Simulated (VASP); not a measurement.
# Ag (Fm-3m) in VASP: density of states with LDA

Aim: the density of states of Ag with LDA.

Everything below comes from runs of VASP 6.6.1. Logs are shortened: lines on timing, memory, paths and dates and some standing lists are left out, and cuts for length are marked.

## (1) The cell of the first run

Symmetry: Fm-3m, No. 225, cubic system. Conventional cell: a = 4.001 Å, b = 4.001 Å, c = 4.001 Å, α = 90.00°, β = 90.00°, γ = 90.00°. Ag (site symmetry m-3m) has 12 Ag at 2.83 Å within 3.7 Å.

## (2) Density of states, LDA

POSCAR

```
Ag
1.0
    0.0000000000      2.0004975002      2.0004975002
    2.0004975002      0.0000000000      2.0004975002
    2.0004975002      2.0004975002      0.0000000000
Ag
1
Direct
    0.0000000000      0.0000000000      0.0000000000
```

INCAR.step1

```
PREC = Accurate
ENCUT = 520
EDIFF = 1E-6
ISMEAR = 0
SIGMA = 0.05
LREAL = F
LASPH = T
NELM = 60
ALGO = Normal
ISIF = 2
LWAVE = F
LCHARG = T
LMAXMIX = 4
GGA = CA
NBANDS = 12
```

KPOINTS.step1

```
Automatic mesh
0
Gamma
  18 18 18
```

INCAR.step2

```
PREC = Accurate
ENCUT = 520
EDIFF = 1E-6
ISMEAR = -5
SIGMA = 0.05
LREAL = F
LASPH = T
NELM = 60
ALGO = Normal
ISIF = 2
LWAVE = F
LCHARG = F
LMAXMIX = 4
GGA = CA
LORBIT = 11
NEDOS = 2001
ICHARG = 11
```

KPOINTS.step2

```
Automatic mesh
0
Gamma
  27 27 27
```

Potentials or basis: VASP PAW LDA potentials, release 64 (Ag).

Started as:

```bash
> cat potpaw_LDA.64/Ag/POTCAR > POTCAR
> cp INCAR.step1 INCAR
> cp KPOINTS.step1 KPOINTS
> mpirun -np 1 vasp_std > vasp.out
> cp INCAR.step2 INCAR
> cp KPOINTS.step2 KPOINTS
> mpirun -np 1 vasp_std > vasp.out
```

OUTCAR:

```text
PREC = Accurate
   ENCUT = 520
   EDIFF = 1E-6
   ISMEAR = -5
   LREAL = F
   LASPH = T
   NELM = 60
   ISIF = 2
   GGA = CA
   LORBIT = 11
   ICHARG = 11

 ion  position               nearest neighbor table
   1  0.000  0.000  0.000-

  LATTYP: Found a face centered cubic cell.
 ALAT       =     4.0009950004

  Lattice vectors:

 A1 = (   0.0000000000,   2.0004975002,   2.0004975002)
 A2 = (   2.0004975002,   0.0000000000,   2.0004975002)
 A3 = (   2.0004975002,   2.0004975002,   0.0000000000)

Analysis of symmetry for initial positions (statically):
=====================================================================
 Subroutine PRICEL returns:
 Original cell was already a primitive cell.

 Routine SETGRP: Setting up the symmetry group for a
 face centered cubic supercell.

 Subroutine GETGRP returns: Found 48 space group operations
 (whereof 48 operations were pure point group operations)
 out of a pool of 48 trial point group operations.

The static configuration has the point symmetry O_h .

Analysis of symmetry for dynamics (positions and initial velocities):
=====================================================================
 Subroutine PRICEL returns:
 Original cell was already a primitive cell.

 Routine SETGRP: Setting up the symmetry group for a
 face centered cubic supercell.

 Subroutine GETGRP returns: Found 48 space group operations
 (whereof 48 operations were pure point group operations)
 out of a pool of 48 trial point group operations.

The dynamic configuration has the point symmetry O_h .

 Subroutine INISYM returns: Found 48 space group operations
 (whereof 48 operations are pure point group operations),
 and found     1 'primitive' translations

----------------------------------------------------------------------------------------

                                     Primitive cell

  volume of cell :      16.0119

  direct lattice vectors                    reciprocal lattice vectors
     0.000000000  2.000497500  2.000497500    -0.249937828  0.249937828  0.249937828
     2.000497500  0.000000000  2.000497500     0.249937828 -0.249937828  0.249937828
     2.000497500  2.000497500  0.000000000     0.249937828  0.249937828 -0.249937828

  length of vectors
     2.829130696  2.829130696  2.829130696     0.432905017  0.432905017  0.432905017

  position of ions in fractional coordinates (direct lattice)
     0.000000000  0.000000000  0.000000000

  ion indices of the primitive-cell ions
   primitive index   ion index
[... 77 lines left out ...]
   EDIFFG = 0.1E-04   stopping-criterion for IOM
   NSW    =      0    number of steps for IOM
   IBRION =     -1    ionic relax: 0-MD 1-quasi-New 2-CG
   NFREE  =      0    steps in history (QN), initial steepest desc. (CG)
   ISIF   =      2    stress and relaxation
   ISYM   =      2    0-nonsym 1-usesym 2-fastsym
   POTIM  = 0.5000    time-step for ionic-motion
   TEBEG  =    0.0;   TEEND  =   0.0 temperature during run
   PSTRESS=    0.0 pullay stress
   NELECT =      11.0000    total number of electrons
   NUPDOWN=      -1.0000    fix difference up-down
   EMIN   =  10.00;   EMAX   =-10.00  energy-range for DOS
   EFERMI =   0.00;   METHOD = LEGACY
   ISMEAR =    -5;   SIGMA  =   0.05  broadening in eV -4-tet -1-fermi 0-gaus
   EFERMI_NEDOS =   21; number of points for ismear=-14 and -15
   IALGO  =     38    algorithm
   IMIX   =      4    mixing-type and parameters
     AMIX     =   0.40;   BMIX     =  1.00
     AMIX_MAG =   1.60;   BMIX_MAG =  1.00
  volume/ion in A,a.u.               =      16.01       108.05
  Fermi-wavevector in a.u.,A,eV,Ry     =   1.444523  2.729752 28.390541  2.086646
  Thomas-Fermi vector in A             =   2.562808
   LORBIT       =     11    0 simple, 1 ext, 2 COOP (PROOUT), +10 PAW based schemes
   GGA     = CA    functional components
   LHFCALC =     F    Hartree Fock is set to
   AEXX    =    0.0000 exact exchange contribution
   IVDW    =     0    specifies the selected vdW correction
   LEPSILON=     F    determine dielectric tensor
   LRPA    =     F    only Hartree local field effects (RPA)
 non-spin polarized calculation
 Fermi weights with tetrahedron method with Bloechl corrections
  energy-cutoff  :      520.00
  volume of cell :       16.01
 maximum number of plane-waves:       444
 NGX is ok and might be reduce to    24

 number of electron      11.0000002 magnetization

 Free energy of the ion-electron system (eV)
  ---------------------------------------------------
  ext. energy  EPLUGINS =         0.00000000
  ---------------------------------------------------
  free energy    TOTEN  =        -3.78217492 eV

  energy without entropy =       -3.78217492  energy(sigma->0) =       -3.78217492

 E-fermi :   9.1107     XC(G=0): -12.9564

 val. band max:        9.1041705449   @ k =  -0.3333   0.1852   0.0741
 cond. band min:       9.1126521922   @ k =   0.4444   0.3704   0.0000
 fundamental gap:      0.0084816473
 Fermi energy:         9.1107150550

 k-point     1 :       0.0000    0.0000    0.0000
  band No.  band energies     occupation
      1       0.7603      2.00000
      2       4.0522      2.00000
      3       4.0522      2.00000
      4       4.0522      2.00000
      5       5.2302      2.00000
      6       5.2302      2.00000
      7      25.1998      0.00000
      8      29.0811      0.00000
      9      29.0811      0.00000
[... 265 lines left out ...]
 k-point    24 :       0.3704    0.0370    0.0000
  band No.  band energies     occupation
      1       2.3863      2.00000
      2       4.1214      2.00000
      3       4.1720      2.00000
      4       5.4457      2.00000
      5       5.8795      2.00000
      6       6.2983      2.00000
      7      16.5318      0.00000
      8      25.0334      0.00000
      9      27.6319      0.00000

 [... further k-points ...]
[... 5 lines left out ...]
  --------------------------------------------------------------------------------------
  -------------------------------------------------------------------------------------
  Total       -0.0407977     -0.0407977     -0.0407977      0.0000000      0.0000000     -0.0000000
  in kB       -4.0822794     -4.0822794     -4.0822794      0.0000000      0.0000000     -0.0000000
  external PRESSURE =      -4.0822794 kB  Pullay stress =       0.0000000 kB

 VOLUME and BASIS-vectors are now :
 -----------------------------------------------------------------------------
  energy-cutoff  :      520.00
  volume of cell :       16.01
      direct lattice vectors                 reciprocal lattice vectors
     0.000000000  2.000497500  2.000497500    -0.249937828  0.249937828  0.249937828
     2.000497500  0.000000000  2.000497500     0.249937828 -0.249937828  0.249937828
     2.000497500  2.000497500  0.000000000     0.249937828  0.249937828 -0.249937828

 POSITION                                       TOTAL-FORCE (eV/Angst)
 -----------------------------------------------------------------------------------
      0.00000      0.00000      0.00000         0.000000     -0.000000     -0.000000
 -----------------------------------------------------------------------------------
    total drift:                                0.000000      0.000000      0.000000

  FREE ENERGIE OF THE ION-ELECTRON SYSTEM (eV)
  ---------------------------------------------------
  free  energy   TOTEN  =        -3.7821749167 eV

  energy  without entropy=       -3.7821749167  energy(sigma->0) =       -3.78217492

 total charge

# of ion       s       p       d       tot
------------------------------------------
    1        0.446   0.348   9.149   9.942
```

OSZICAR.step1:

```text
N       E                     dE             d eps       ncg     rms          rms(c)
DAV:   1     0.521310129981E+02    0.52131E+02   -0.55132E+03  4696   0.836E+02
DAV:   2    -0.323509726642E+01   -0.55366E+02   -0.52103E+02  5464   0.196E+02
DAV:   3    -0.411155166697E+01   -0.87645E+00   -0.87584E+00  5492   0.261E+01
DAV:   4    -0.411429405424E+01   -0.27424E-02   -0.27423E-02  5408   0.154E+00
DAV:   5    -0.411431457151E+01   -0.20517E-04   -0.20518E-04  5592   0.118E-01    0.650E+00
DAV:   6    -0.380277784002E+01    0.31154E+00   -0.12057E+00  5112   0.982E+00    0.397E+00
DAV:   7    -0.378943879685E+01    0.13339E-01   -0.11406E-02  5372   0.982E-01    0.217E+00
DAV:   8    -0.378429703866E+01    0.51418E-02   -0.97319E-04  5380   0.255E-01    0.904E-02
DAV:   9    -0.378431050544E+01   -0.13467E-04   -0.77070E-06  5476   0.199E-02    0.178E-02
DAV:  10    -0.378430939472E+01    0.11107E-05   -0.20392E-06  5480   0.104E-02    0.332E-03
DAV:  11    -0.378430936856E+01    0.26156E-07   -0.41919E-08  2828   0.164E-03
   1 F= -.37843094E+01 E0= -.37841139E+01  d E =-.391003E-03
```

Wall time 39 s (1 thread of Intel Xeon Platinum 8488C (Sapphire Rapids), shared host); peak memory 0.2 GiB.

What came out:

- Valence electrons inside the program's atomic spheres: Ag 9.94

Levels at points of the mesh, in eV from the Fermi level:
```tsv
k point	band 4	band 5	band 6	band 7	band 8	band 9
(0.00, 0.00, 0.00)	-5.06	-3.88	-3.88	16.09	19.97	19.97
```

Caveat: tetrahedron occupations give inexact forces and stress in metals.
